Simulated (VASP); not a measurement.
# Ge3N4 (P6_3/m) in VASP: single point with PBE

Aim: the single point of Ge3N4 with PBE.

Program: VASP 6.6.1. These are calculated values, not measurements. Logs are shortened: lines on timing, memory, paths and dates and some standing lists are left out, and cuts for length are marked.

## Step 1: The cell of the first run

The structure is hexagonal, space group P6_3/m (No. 176). The conventional cell has a = 8.129 Å, b = 8.129 Å, c = 3.114 Å, α = 90.00°, β = 90.00°, γ = 120.00°. Ge (site symmetry m) has 4 N at 1.85 to 1.86 Å within 2.5 Å. Within 2.5 Å of N (site symmetry -6) lie 3 Ge at 1.85 Å. N (site symmetry m) has 3 Ge at 1.86 Å within 2.5 Å.

## Step 2: Single point, PBE

Contents of INCAR:

```
PREC = Accurate
ENCUT = 600
EDIFF = 1E-6
ISMEAR = -1
SIGMA = 0.02
LREAL = F
LASPH = T
NELM = 120
ALGO = Normal
ISIF = 2
LWAVE = F
LCHARG = F
GGA = PE
NBANDS = 75
GGA_COMPAT = F
```

Contents of KPOINTS:

```
Automatic mesh
0
Gamma
  6 6 8
```

Contents of POSCAR:

```
Ge3N4
1.0
    8.1293196512      0.0000000000      0.0000000000
   -4.0646598256      7.0401973334      0.0000000000
    0.0000000000      0.0000000000      3.1141237055
Ge N
6 8
Direct
    0.8290917713      0.2353447262      0.7500000000
    0.5937470451      0.8290917713      0.2500000000
    0.2353447262      0.4062529549      0.2500000000
    0.7646552738      0.5937470451      0.7500000000
    0.4062529549      0.1709082287      0.7500000000
    0.1709082287      0.7646552738      0.2500000000
    0.6666666667      0.3333333333      0.7500000000
    0.3333333333      0.6666666667      0.2500000000
    0.6695332079      0.9725113817      0.7500000000
    0.6970218262      0.6695332079      0.2500000000
    0.9725113817      0.3029781738      0.2500000000
    0.0274886183      0.6970218262      0.7500000000
    0.3304667921      0.0274886183      0.2500000000
    0.3029781738      0.3304667921      0.7500000000
```

Potentials or basis: VASP PAW PBE potentials, release 64 (Ge_d, N).

Run with:

```
$ cat potpaw_PBE.64/Ge_d/POTCAR potpaw_PBE.64/N/POTCAR > POTCAR
$ mpirun -np 1 vasp_std > vasp.out
```

OUTCAR:

```text
PREC = Accurate
   ENCUT = 600
   EDIFF = 1E-6
   ISMEAR = -1
   LREAL = F
   LASPH = T
   NELM = 120
   ISIF = 2
   GGA = PE

 ion  position               nearest neighbor table
   1  0.829  0.235  0.750-   7 1.85  11 1.86  11 1.86   9 1.86
   2  0.594  0.829  0.250-   8 1.85   9 1.86   9 1.86  10 1.86
   3  0.235  0.406  0.250-   8 1.85  14 1.86  14 1.86  11 1.86
   4  0.765  0.594  0.750-   7 1.85  10 1.86  10 1.86  12 1.86
   5  0.406  0.171  0.750-   7 1.85  13 1.86  13 1.86  14 1.86
   6  0.171  0.765  0.250-   8 1.85  12 1.86  12 1.86  13 1.86
   7  0.667  0.333  0.750-   1 1.85   5 1.85   4 1.85
   8  0.333  0.667  0.250-   6 1.85   2 1.85   3 1.85
   9  0.670  0.973  0.750-   2 1.86   2 1.86   1 1.86
  10  0.697  0.670  0.250-   4 1.86   4 1.86   2 1.86
  11  0.973  0.303  0.250-   1 1.86   1 1.86   3 1.86
  12  0.027  0.697  0.750-   6 1.86   6 1.86   4 1.86
  13  0.330  0.027  0.250-   5 1.86   5 1.86   6 1.86
  14  0.303  0.330  0.750-   3 1.86   3 1.86   5 1.86

  LATTYP: Found a hexagonal cell.
 ALAT       =     8.1293196512
 C/A-ratio  =     0.3830731032

  Lattice vectors:

 A1 = (   8.1293196512,   0.0000000000,   0.0000000000)
 A2 = (  -4.0646598256,   7.0401973334,   0.0000000000)
 A3 = (   0.0000000000,   0.0000000000,   3.1141237055)

Analysis of symmetry for initial positions (statically):
=====================================================================
 Subroutine PRICEL returns:
 Original cell was already a primitive cell.

 Routine SETGRP: Setting up the symmetry group for a
 hexagonal supercell.

 Subroutine GETGRP returns: Found 12 space group operations
 (whereof  6 operations were pure point group operations)
 out of a pool of 24 trial point group operations.

The static configuration has the point symmetry S_6 .
 The point group associated with its full space group is C_6h.

Analysis of symmetry for dynamics (positions and initial velocities):
=====================================================================
 Subroutine PRICEL returns:
 Original cell was already a primitive cell.

 Routine SETGRP: Setting up the symmetry group for a
 hexagonal supercell.

 Subroutine GETGRP returns: Found 12 space group operations
 (whereof  6 operations were pure point group operations)
[... 137 lines left out ...]
   PSTRESS=    0.0 pullay stress
   NELECT =     124.0000    total number of electrons
   NUPDOWN=      -1.0000    fix difference up-down
   EMIN   =  10.00;   EMAX   =-10.00  energy-range for DOS
   EFERMI =   0.00;   METHOD = LEGACY
   ISMEAR =    -1;   SIGMA  =   0.02  broadening in eV -4-tet -1-fermi 0-gaus
   EFERMI_NEDOS =   21; number of points for ismear=-14 and -15
   IALGO  =     38    algorithm
   IMIX   =      4    mixing-type and parameters
     AMIX     =   0.40;   BMIX     =  1.00
     AMIX_MAG =   1.60;   BMIX_MAG =  1.00
  volume/ion in A,a.u.               =      12.73        85.91
  Fermi-wavevector in a.u.,A,eV,Ry     =   1.450631  2.741296 28.631170  2.104332
  Thomas-Fermi vector in A             =   2.568221
   LORBIT       =      0    0 simple, 1 ext, 2 COOP (PROOUT), +10 PAW based schemes
   GGA     = PE    functional components
   LHFCALC =     F    Hartree Fock is set to
   AEXX    =    0.0000 exact exchange contribution
   IVDW    =     0    specifies the selected vdW correction
   LEPSILON=     F    determine dielectric tensor
   LRPA    =     F    only Hartree local field effects (RPA)
 non-spin polarized calculation
  energy-cutoff  :      600.00
  volume of cell :      178.23
 maximum number of plane-waves:      6000
 NGX is ok and might be reduce to    70
   NGX = 33   NGY = 33   NGZ = 13

 number of electron     123.9999937 magnetization

 Free energy of the ion-electron system (eV)
  ---------------------------------------------------
  ext. energy  EPLUGINS =         0.00000000
  ---------------------------------------------------
  free energy    TOTEN  =       -94.28783401 eV

  energy without entropy =      -94.28783401  energy(sigma->0) =      -94.28783401

 E-fermi :   5.2644     XC(G=0): -10.7031

 val. band max:        4.8069050823   @ k =   0.0000   0.0000   0.0000
 cond. band min:       6.6392453900   @ k =   0.0000   0.0000   0.0000
 fundamental gap:      1.8323403077
 Fermi energy:         5.2644250158

 k-point     1 :       0.0000    0.0000    0.0000
  band No.  band energies     occupation
      1     -19.7262      2.00000
      2     -19.7014      2.00000
      3     -19.7014      2.00000
      4     -19.6976      2.00000
      5     -19.6635      2.00000
      6     -19.6635      2.00000
[... 1837 lines left out ...]
     73      12.0911      0.00000
     74      12.1725      0.00000

 [... further k-points ...]

 [bands above 74 left out]

------------------------ aborting loop because EDIFF is reached ----------------------------------------

  FORCE on cell =-STRESS in cart. coord.  units (eV):
  Direction    XX          YY          ZZ          XY          YZ          ZX
  --------------------------------------------------------------------------------------
  -------------------------------------------------------------------------------------
  Total       -0.6542944     -0.6542944     -0.7412301     -0.0000007      0.0000000      0.0000000
  in kB       -5.8817814     -5.8817814     -6.6632901     -0.0000062      0.0000000      0.0000000
  external PRESSURE =      -6.1422843 kB  Pullay stress =       0.0000000 kB

 VOLUME and BASIS-vectors are now :
 -----------------------------------------------------------------------------
  energy-cutoff  :      600.00
  volume of cell :      178.23
      direct lattice vectors                 reciprocal lattice vectors
     8.129319651  0.000000000  0.000000000     0.123011524  0.071020737  0.000000000
    -4.064659826  7.040197333  0.000000000     0.000000000  0.142041473  0.000000000
     0.000000000  0.000000000  3.114123705     0.000000000  0.000000000  0.321117622

 POSITION                                       TOTAL-FORCE (eV/Angst)
 -----------------------------------------------------------------------------------
      5.78336      1.65687      2.33559        -0.006788     -0.001741      0.000000
      1.45678      5.83697      0.77853        -0.001886     -0.006749      0.000000
      0.26191      2.86010      0.77853        -0.004902      0.005008      0.000000
      3.80275      4.18010      2.33559         0.004902     -0.005008     -0.000000
      2.60788      1.20323      2.33559         0.001886      0.006749     -0.000000
     -1.71870      5.38332      0.77853         0.006788      0.001741      0.000000
      4.06466      2.34673      2.33559         0.000000     -0.000000      0.000000
     -0.00000      4.69346      0.77853         0.000000     -0.000000     -0.000000
      1.48992      6.84667      2.33559         0.005094     -0.002439      0.000000
      2.94489      4.71365      0.77853         0.004659      0.003192     -0.000000
      6.67435      2.13303      0.77853         0.000435     -0.005631      0.000000
     -2.60969      4.90717      2.33559        -0.000435      0.005631     -0.000000
      2.57474      0.19353      0.77853        -0.005094      0.002439     -0.000000
      1.11977      2.32655      2.33559        -0.004659     -0.003192      0.000000
 -----------------------------------------------------------------------------------
    total drift:                               -0.000000      0.000000      0.000000

  FREE ENERGIE OF THE ION-ELECTRON SYSTEM (eV)
  ---------------------------------------------------
  free  energy   TOTEN  =       -94.2878340053 eV

  energy  without entropy=      -94.2878340053  energy(sigma->0) =      -94.28783401
```

OSZICAR:

```text
N       E                     dE             d eps       ncg     rms          rms(c)
DAV:   1     0.212788930896E+04    0.21279E+04   -0.56518E+04  8126   0.469E+03
DAV:   2     0.432348041623E+03   -0.16955E+04   -0.16055E+04  6008   0.132E+03
DAV:   3    -0.515720483633E+02   -0.48392E+03   -0.46242E+03  6629   0.334E+02
DAV:   4    -0.107197365565E+03   -0.55625E+02   -0.54737E+02  6954   0.127E+02
DAV:   5    -0.109901902539E+03   -0.27045E+01   -0.26814E+01  7456   0.278E+01    0.231E+01
DAV:   6    -0.940614007776E+02    0.15841E+02   -0.54792E+01  8968   0.536E+01    0.808E+00
DAV:   7    -0.943515790200E+02   -0.29018E+00   -0.57566E+00  7144   0.990E+00    0.522E+00
DAV:   8    -0.943023407765E+02    0.49238E-01   -0.51673E-01  8440   0.737E+00    0.110E+00
DAV:   9    -0.942845300711E+02    0.17811E-01   -0.12646E-01  8552   0.287E+00    0.290E-01
DAV:  10    -0.942869024419E+02   -0.23724E-02   -0.12680E-02  7720   0.792E-01    0.161E-01
DAV:  11    -0.942877893775E+02   -0.88694E-03   -0.21724E-03  7016   0.325E-01    0.336E-02
DAV:  12    -0.942878025670E+02   -0.13189E-04   -0.11515E-04  7784   0.813E-02    0.161E-02
DAV:  13    -0.942878300931E+02   -0.27526E-04   -0.38384E-05  7576   0.508E-02    0.675E-03
DAV:  14    -0.942878341321E+02   -0.40389E-05   -0.14274E-05  7128   0.202E-02    0.515E-03
DAV:  15    -0.942878340053E+02    0.12677E-06   -0.44443E-06  5872   0.196E-02
   1 F= -.94287834E+02 E0= -.94287834E+02  d E =-.437836E-11
```

stdout:

```text
POSCAR found type information on POSCAR GeN
 POSCAR found :  2 types and      14 ions
 scaLAPACK will be used
 LDA part: xc-table for (Slater+PW92), standard interpolation
 POSCAR, INCAR and KPOINTS ok, starting setup
 FFT: planning ... GRIDC
 FFT: planning ... GRID_SOFT
 FFT: planning ... GRID
 WAVECAR not read
 entering main loop
```

Run time: 19 min. Hardware: 1 thread of Oxide Virtual Turin-like, shared host; peak memory 0.63 GiB.

What came out:

```yaml
Free_energy: -94.2878 eV
Pressure: -0.6 GPa
Largest_force: 0.007 eV/Å
Band_gap_on_the_k_mesh: 1.83 eV
```

Forces in eV/Å, atoms in the order of the input:
```
Ge  -0.007 -0.002  0.000
Ge  -0.002 -0.007  0.000
Ge  -0.005  0.005  0.000
Ge   0.005 -0.005  0.000
Ge   0.002  0.007  0.000
Ge   0.007  0.002  0.000
N    0.000  0.000  0.000
N    0.000  0.000  0.000
N    0.005 -0.002  0.000
N    0.005  0.003  0.000
N    0.000 -0.006  0.000
N    0.000  0.006  0.000
N   -0.005  0.002  0.000
N   -0.005 -0.003  0.000
```

Levels at points of the mesh, in eV from the valence-band top:
| k point | band 60 | band 61 | band 62 | band 63 | band 64 | band 65 |
| --- | --- | --- | --- | --- | --- | --- |
| (0.00, 0.00, 0.00) | -0.44 | -0.22 | 0.00 | 1.83 | 3.25 | 3.25 |
| (0.50, 0.00, 0.00) | -0.50 | -0.11 | -0.05 | 2.99 | 3.20 | 3.69 |
| (0.00, 0.00, 0.50) | -1.17 | -1.16 | -1.16 | 4.22 | 4.22 | 4.22 |
| (0.50, 0.00, 0.50) | -1.10 | -0.85 | -0.85 | 3.70 | 3.70 | 4.85 |

A k mesh can miss the band edges.
